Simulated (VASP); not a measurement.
# CdTe in VASP: relaxation of the atoms with PBE

Aim: the relaxation of the atoms of CdTe with PBE.

All numbers are computed with VASP 6.6.1; they aren't measurements. Logs are shortened: lines on timing, memory, paths and dates and some standing lists are left out, and cuts for length are marked.

## Step 1: The cell of the first run

The cell holds a slab with vacuum, 12 atoms: a = 9.358 Å, b = 6.617 Å, c = 20.679 Å, α = 90.00°, β = 90.00°, γ = 90.00°.

## Step 2: Relaxation of the atoms, PBE

Contents of INCAR:

```
SYSTEM = CdTe
ALGO     = Normal         ! electronic algorithm
DIPOL    = 0.5 0.5 0.500
EDIFF    = 1E-6           ! SCF threshold, eV
EDIFFG   = -0.03          ! ionic threshold
ENCUT    = 520            ! plane-wave cutoff, eV
GGA      = PE             ! functional
IBRION   = 2              ! ionic algorithm
IDIPOL   = 3            
ISIF     = 2              ! what is computed and relaxed
ISMEAR   = 0              ! smearing method
KPAR     = 2            
LASPH    = .True.         ! aspherical terms in the spheres
LCHARG   = .False.        ! write CHGCAR
LDIPOL   = .True.       
LREAL    = .False.        ! projectors in reciprocal space
LWAVE    = .False.        ! write WAVECAR
NELM     = 60             ! most SCF steps
NSW      = 90             ! ionic steps
PREC     = Accurate       ! precision mode
SIGMA    = 0.05           ! smearing width, eV
```

Contents of KPOINTS:

```
k-points
0
Gamma
  2 3 1
  0 0 0
```

Contents of POSCAR:

```
CdTe
1.0
    9.3583791606      0.0000000000      0.0000000000
    0.0000000000      6.6173733654      0.0000000000
    0.0000000000      0.0000000000     20.6791895803
Cd Te
6 6
Selective dynamics
Direct
    0.2500000000      0.5000000000      0.3868623559  F F F
    0.7500000000      0.5000000000      0.3868623559  F F F
    0.5000000000      0.0000000000      0.5000000000  T T T
    0.0000000000      0.0000000000      0.5000000000  T T T
    0.7500000000      0.5000000000      0.6131376441  T T T
    0.2500000000      0.5000000000      0.6131376441  T T T
    0.5000000000      0.2500000000      0.3868623559  F F F
    0.0000000000      0.2500000000      0.3868623559  F F F
    0.7500000000      0.7500000000      0.5000000000  T T T
    0.2500000000      0.7500000000      0.5000000000  T T T
    0.0000000000      0.2500000000      0.6131376441  T T T
    0.5000000000      0.2500000000      0.6131376441  T T T
```

Potentials or basis: VASP PAW PBE potentials, release 64 (Cd, Te).

Launch:

```sh
$ cat potpaw_PBE.64/Cd/POTCAR potpaw_PBE.64/Te/POTCAR > POTCAR
$ mpirun -np 4 vasp_std > vasp.out
```

OUTCAR:

```text
SYSTEM = CdTe
   EDIFF = 1E-6
   EDIFFG = -0.03
   ENCUT = 520
   GGA = PE
   IBRION = 2
   ISIF = 2
   ISMEAR = 0
   LASPH = .True.
   LREAL = .False.
   NELM = 60
   NSW = 90
   PREC = Accurate

 ion  position               nearest neighbor table
   1  0.250  0.500  0.387-   7 2.87   8 2.87  10 2.87
   2  0.750  0.500  0.387-   7 2.87   8 2.87   9 2.87
   3  0.500  0.000  0.500-   9 2.87  10 2.87   7 2.87  12 2.87
   4  0.000  0.000  0.500-   9 2.87  10 2.87   8 2.87  11 2.87
   5  0.750  0.500  0.613-  11 2.87  12 2.87   9 2.87
   6  0.250  0.500  0.613-  11 2.87  12 2.87  10 2.87
   7  0.500  0.250  0.387-   1 2.87   2 2.87   3 2.87
   8  0.000  0.250  0.387-   1 2.87   2 2.87   4 2.87
   9  0.750  0.750  0.500-   3 2.87   4 2.87   2 2.87   5 2.87
  10  0.250  0.750  0.500-   3 2.87   4 2.87   1 2.87   6 2.87
  11  0.000  0.250  0.613-   5 2.87   6 2.87   4 2.87
  12  0.500  0.250  0.613-   5 2.87   6 2.87   3 2.87
[... 8 lines left out ...]
 A1 = (   0.0000000000,  -6.6173733654,   0.0000000000)
 A2 = (   9.3583791606,   0.0000000000,   0.0000000000)
 A3 = (   0.0000000000,   0.0000000000,  20.6791895803)

Analysis of symmetry for initial positions (statically):
=====================================================================
 Subroutine PRICEL returns following result:

  LATTYP: Found a simple orthorhombic cell.
 ALAT       =     4.6791895803
 B/A-ratio  =     1.4142135624
 C/A-ratio  =     4.4193955439
[... 12 lines left out ...]
 Subroutine GETGRP returns: Found  4 space group operations
 (whereof  4 operations were pure point group operations)
 out of a pool of  8 trial point group operations.

The static configuration has the point symmetry C_2v.

Analysis of symmetry for dynamics (positions and initial velocities):
=====================================================================
 Subroutine PRICEL returns following result:

  LATTYP: Found a simple orthorhombic cell.
 ALAT       =     4.6791895803
 B/A-ratio  =     1.4142135624
 C/A-ratio  =     4.4193955439
[... 12 lines left out ...]
 Subroutine GETGRP returns: Found  4 space group operations
 (whereof  4 operations were pure point group operations)
 out of a pool of  8 trial point group operations.

The dynamic configuration has the point symmetry C_2v.

Analysis of constrained symmetry for selective dynamics:
=====================================================================
 Subroutine PRICEL returns following result:

  LATTYP: Found a simple orthorhombic cell.
 ALAT       =     4.6791895803
 B/A-ratio  =     1.4142135624
 C/A-ratio  =     4.4193955439
[... 12 lines left out ...]
 Subroutine GETGRP returns: Found  2 space group operations
 (whereof  2 operations were pure point group operations)
 out of a pool of  8 trial point group operations.

The constrained configuration has the point symmetry C_1h.

 Subroutine INISYM returns: Found  2 space group operations
 (whereof  2 operations are pure point group operations),
 and found     2 'primitive' translations

----------------------------------------------------------------------------------------

                                     Primitive cell

  volume of cell :     640.3093

  direct lattice vectors                    reciprocal lattice vectors
     4.679189580  0.000000000  0.000000000     0.213712221  0.000000000  0.000000000
     0.000000000  6.617373365  0.000000000     0.000000000  0.151117361  0.000000000
     0.000000000  0.000000000 20.679189580     0.000000000  0.000000000  0.048357794

  length of vectors
     4.679189580  6.617373365 20.679189580     0.213712221  0.151117361  0.048357794

  position of ions in fractional coordinates (direct lattice)
     0.500000000  0.500000000  0.386862356
     1.000000000  0.000000000  0.500000000
     0.500000000  0.500000000  0.613137644
     1.000000000  0.250000000  0.386862356
     0.500000000  0.750000000  0.500000000
     0.000000000  0.250000000  0.613137644

  ion indices of the primitive-cell ions
   primitive index   ion index
[... 42 lines left out ...]
   dimension x,y,z NGX =    70 NGY =   50 NGZ =  160
   dimension x,y,z NGXF=   140 NGYF=  100 NGZF=  320
   ions per type =               6   6
   NGX,Y,Z   is equivalent  to a cutoff of  12.44, 12.56, 12.86 a.u.
   NGXF,Y,Z  is equivalent  to a cutoff of  24.87, 25.12, 25.73 a.u.
 SYSTEM =  CdTe
   PREC   = accura    normal or accurate (medium, high low for compatibility)
   ISTART =      0    job   : 0-new  1-cont  2-samecut
   ICHARG =      2    charge: 1-file 2-atom 10-const
   ISPIN  =      1    spin polarized calculation?
   LNONCOLLINEAR =      F non collinear calculations
   LSORBIT =      F    spin-orbit coupling
   LASPH  =      T    aspherical Exc in radial PAW
   ENCUT  =  520.0 eV  38.22 Ry    6.18 a.u.  17.40 12.30 38.45*2*pi/ulx,y,z
   NELM   =     60;   NELMIN=  2; NELMDL= -5     # of ELM steps
   EDIFF  = 0.1E-05   stopping-criterion for ELM
   LREAL  =      F    real-space projection
   EDIFFG = -.3E-01   stopping-criterion for IOM
   NSW    =     90    number of steps for IOM
   IBRION =      2    ionic relax: 0-MD 1-quasi-New 2-CG
   NFREE  =      1    steps in history (QN), initial steepest desc. (CG)
   ISIF   =      2    stress and relaxation
   ISYM   =      2    0-nonsym 1-usesym 2-fastsym
   POTIM  = 0.5000    time-step for ionic-motion
   TEBEG  =    0.0;   TEEND  =   0.0 temperature during run
   PSTRESS=    0.0 pullay stress
   NELECT =     108.0000    total number of electrons
   NUPDOWN=      -1.0000    fix difference up-down
   EMIN   =  10.00;   EMAX   =-10.00  energy-range for DOS
   EFERMI =   0.00;   METHOD = LEGACY
   ISMEAR =     0;   SIGMA  =   0.05  broadening in eV -4-tet -1-fermi 0-gaus
   EFERMI_NEDOS =   21; number of points for ismear=-14 and -15
   IALGO  =     38    algorithm
   IMIX   =      4    mixing-type and parameters
     AMIX     =   0.40;   BMIX     =  1.00
     AMIX_MAG =   1.60;   BMIX_MAG =  1.00
  volume/ion in A,a.u.               =     106.72       720.17
  Fermi-wavevector in a.u.,A,eV,Ry     =   0.717920  1.356672  7.012570  0.515409
  Thomas-Fermi vector in A             =   1.806725
   LORBIT       =      0    0 simple, 1 ext, 2 COOP (PROOUT), +10 PAW based schemes
   GGA     = PE    functional components
   LHFCALC =     F    Hartree Fock is set to
   AEXX    =    0.0000 exact exchange contribution
   IVDW    =     0    specifies the selected vdW correction
   LEPSILON=     F    determine dielectric tensor
   LRPA    =     F    only Hartree local field effects (RPA)
 conjugate gradient relaxation of ions
 non-spin polarized calculation
 Gauss-broadening in eV      SIGMA  =   0.05
  energy-cutoff  :      520.00
  volume of cell :     1280.62
 maximum number of plane-waves:     34582
 NGX is ok and might be reduce to    70
   NGX = 35   NGY = 25   NGZ = 77

--------------------------------------- Ionic step        1  -------------------------------------------

 number of electron     108.0000020 magnetization

 Free energy of the ion-electron system (eV)
  ---------------------------------------------------
  ext. energy  EPLUGINS =         0.00000000
  ---------------------------------------------------
  free energy    TOTEN  =       -25.45817443 eV

  energy without entropy =      -25.45817443  energy(sigma->0) =      -25.45817443

------------------------ aborting loop because EDIFF is reached ----------------------------------------

  FORCE on cell =-STRESS in cart. coord.  units (eV):
  Direction    XX          YY          ZZ          XY          YZ          ZX
  --------------------------------------------------------------------------------------
  -------------------------------------------------------------------------------------
  Total       -3.9280206     -4.0519796      1.0854242      0.0000000      0.0000002      0.0000000
  in kB       -4.9143327     -5.0694173      1.3579703      0.0000000      0.0000002      0.0000000
  external PRESSURE =      -2.8752599 kB  Pullay stress =       0.0000000 kB
[... 27 lines left out ...]
  FREE ENERGIE OF THE ION-ELECTRON SYSTEM (eV)
  ---------------------------------------------------
  free  energy   TOTEN  =       -25.4581744251 eV

  energy  without entropy=      -25.4581744251  energy(sigma->0) =      -25.45817443

 dipolmoment           0.000000      0.000000     -0.000000 electrons x Angstroem

--------------------------------------- Ionic step        2  -------------------------------------------

 number of electron     108.0000005 magnetization

------------------------ aborting loop because EDIFF is reached ----------------------------------------
[... 81 lines left out ...]
  FREE ENERGIE OF THE ION-ELECTRON SYSTEM (eV)
  ---------------------------------------------------
  free  energy   TOTEN  =       -25.9864896875 eV

  energy  without entropy=      -25.9864896875  energy(sigma->0) =      -25.98648969

 vacuum level on the upper side and lower side of the slab       (xc-potential included)        -0.043        -0.365

[... ionic steps 4 to 21 ...]

--------------------------------------- Ionic step       22  -------------------------------------------

 number of electron     108.0000009 magnetization

------------------------ aborting loop because EDIFF is reached ----------------------------------------
[... 87 lines left out ...]
--------------------------------------- Ionic step       24  -------------------------------------------

 number of electron     108.0000017 magnetization

 dipolmoment           0.000000      0.000000      0.114390 electrons x Angstroem

 Free energy of the ion-electron system (eV)
  ---------------------------------------------------
  ext. energy  EPLUGINS =         0.00000000
  ---------------------------------------------------
  free energy    TOTEN  =       -26.58155903 eV

  energy without entropy =      -26.58155903  energy(sigma->0) =      -26.58155903

 E-fermi :  -2.5222     XC(G=0):  -3.4082

 val. band max:       -2.7739441812   @ k =   0.0000   0.0000   0.0000
 cond. band min:      -1.6452065871   @ k =   0.0000   0.0000   0.0000
 fundamental gap:      1.1287375941
 Fermi energy:        -2.5221761993

 k-point     1 :       0.0000    0.0000    0.0000
  band No.  band energies     occupation
      1     -13.4126      2.00000
      2     -13.2233      2.00000
      3     -13.0148      2.00000
      4     -12.9541      2.00000
      5     -12.8233      2.00000
      6     -12.7470      2.00000
[... 257 lines left out ...]
     63       1.6340      0.00000
     64       1.6340      0.00000

------------------------ aborting loop because EDIFF is reached ----------------------------------------

 vacuum level on the upper side and lower side of the slab       (xc-potential included)         0.158        -0.168

  FORCE on cell =-STRESS in cart. coord.  units (eV):
  Direction    XX          YY          ZZ          XY          YZ          ZX
  --------------------------------------------------------------------------------------
  -------------------------------------------------------------------------------------
  Total       -3.5076177     -2.7242923     -0.0130937      0.0000000      0.2716688      0.0000000
  in kB       -4.3883681     -3.4083524     -0.0163815      0.0000000      0.3398838      0.0000000
  external PRESSURE =      -2.6043673 kB  Pullay stress =       0.0000000 kB
[... 27 lines left out ...]
  FREE ENERGIE OF THE ION-ELECTRON SYSTEM (eV)
  ---------------------------------------------------
  free  energy   TOTEN  =       -26.5815590271 eV

  energy  without entropy=      -26.5815590271  energy(sigma->0) =      -26.58155903

 reached required accuracy - stopping structural energy minimisation

 vacuum level on the upper side and lower side of the slab         2.507         2.172
```

Wall time 30 min (4 MPI ranks of AMD EPYC 9R14 (Zen 4), shared host); peak memory 0.76 GiB.

What came out:

- Free energy: -26.5816 eV
- Energy gained by relaxing: 93.6 meV/atom
- Ionic steps: 24
- Band gap on the k mesh: 1.13 eV

Step by step:
```csv
step,energy change (eV),largest force on free atoms (eV/Å),pressure (GPa)
1,0.0000,1.0298,-0.29
2,-0.1871,0.8750,-0.27
3,-0.5283,0.5938,-0.21
4,-0.4031,1.1414,-0.09
5,-0.5823,0.7817,-0.15
6,-0.7868,0.5934,-0.27
7,-0.9547,0.5484,-0.48
8,-1.0496,0.1821,-0.45
9,-1.0568,0.1673,-0.43
10,-1.0675,0.1091,-0.42
11,-1.0848,0.1625,-0.38
12,-1.0941,0.1188,-0.36
13,-1.1053,0.1499,-0.30
14,-1.1124,0.1068,-0.27
15,-1.1162,0.0845,-0.23
16,-1.1163,0.0885,-0.22
17,-1.1189,0.0413,-0.22
18,-1.1191,0.0490,-0.22
19,-1.1201,0.0380,-0.23
20,-1.1204,0.0538,-0.25
21,-1.1204,0.0367,-0.24
22,-1.1213,0.0304,-0.25
23,-1.1225,0.0371,-0.26
24,-1.1234,0.0269,-0.26
```

Final structure:
```xyz
12
Lattice="9.3584 0.0000 0.0000 0.0000 6.6174 0.0000 0.0000 0.0000 20.6792" Properties=species:S:1:pos:R:3 pbc="T T T"
Cd    2.3396    3.3087    8.0000
Cd    7.0188    3.3087    8.0000
Cd    4.6792    0.3271   10.5327
Cd    0.0000    0.3271   10.5327
Cd    7.0188    3.1139   11.9913
Cd    2.3396    3.1139   11.9913
Te    4.6792    1.6543    8.0000
Te    0.0000    1.6543    8.0000
Te    7.0188    5.2564   10.1354
Te    2.3396    5.2564   10.1354
Te    0.0000    1.8385   12.9171
Te    4.6792    1.8385   12.9171
```

Levels at points of the mesh, in eV from the valence-band top:
| k point | band 52 | band 53 | band 54 | band 55 | band 56 | band 57 |
| --- | --- | --- | --- | --- | --- | --- |
| (0.00, 0.00, 0.00) | -0.45 | -0.40 | 0.00 | 1.13 | 1.82 | 2.26 |
| (0.50, 0.00, 0.00) | -0.64 | -0.42 | -0.42 | 1.84 | 1.84 | 2.70 |

Caveat: spin-orbit coupling is left out, which moves the levels of the heavy elements.
